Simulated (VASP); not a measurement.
Wanted: the native input for a VASP 6.6.1 run.

| Quantity | Value |
| --- | --- |
| Task | single point |
| Functional | PBE |
| Potentials or basis | VASP PAW PBE potentials, release 64 (Sr_sv, Ti_sv, O) |
| Cutoff | 520 eV |
| k mesh | 8 × 8 × 8 |
| Occupations | gaussian, width 0.01 eV |
| Spin | no spin polarisation |
| Dipole correction | no |
| Further INCAR settings | ALGO = Normal; EDIFF = 1e-07; NBANDS = 28 |

The structure of SrTiO3 lies in POSCAR:

```
SrTiO3
1.0
    3.9309604539      0.0000000000      0.0000000000
    0.0000000000      3.9309604539      0.0000000000
    0.0000000000      0.0000000000      3.9309604539
Sr Ti O
1 1 3
Direct
    0.5000000000      0.5000000000      0.5000000000
    0.0000000000      0.0000000000      0.0000000000
    0.5000000000      0.0000000000      0.0000000000
    0.0000000000      0.5000000000      0.0000000000
    0.0000000000      0.0000000000      0.5000000000
```

One way to write it, as run:

INCAR

```
PREC = Accurate
ENCUT = 520
EDIFF = 1E-7
ISMEAR = 0
SIGMA = 0.01
LREAL = False
LASPH = True
NELM = 80
ALGO = Normal
ISIF = 2
LWAVE = False
LCHARG = False
GGA = PE
NBANDS = 28
```

KPOINTS

```
regular mesh
0
Gamma
  8 8 8
```

Potentials or basis: VASP PAW PBE potentials, release 64 (Sr_sv, Ti_sv, O).

The run is started by

```bash
$ cat potpaw_PBE.64/Sr_sv/POTCAR potpaw_PBE.64/Ti_sv/POTCAR potpaw_PBE.64/O/POTCAR > POTCAR
$ mpirun -np 1 vasp_std > vasp.out
```

It gave:

* Pressure: 1.3 GPa
* Band gap on the k mesh: 1.82 eV (least direct gap 2.19 eV)

Run time: 41 s on 1 thread of AMD EPYC 9R45 96-Core Processor (Zen 5), on a shared host, peak memory 0.18 GiB.
